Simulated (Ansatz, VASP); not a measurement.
**Ba in VASP and in Ansatz**

```
Ba
1.0
    -2.43870    2.43870    2.43870
     2.43870   -2.43870    2.43870
     2.43870    2.43870   -2.43870
Ba
1
Direct
  0.00000 0.00000 0.00000
```

Alike in both runs: functional PBEsol; k mesh 9 × 9 × 9; occupations fermi-dirac, width 0.1 eV; no spin polarisation.

Ansatz relaxed the structure, and its values are those at the end. VASP's run is a single point on that final structure, the one shown.

|  | VASP | Ansatz |
| --- | --- | --- |
| version | VASP 6.6.1 | Ansatz 0.2.0 |
| potentials or method | VASP PAW PBE potentials, release 64 (Ba_sv), cutoff 520 eV | plane waves (420 eV) with PAW, scalar-relativistic |
| valence electrons in the cell | 10 | 10 |

Ansatz gave:

* pressure (GPa): 0.0

Which values does VASP return?

Pressure (GPa): 0.1.

VASP's potentials were made for PBE, not for PBEsol, and Ansatz warns of the same on its side.

Neither program's run includes spin-orbit coupling.
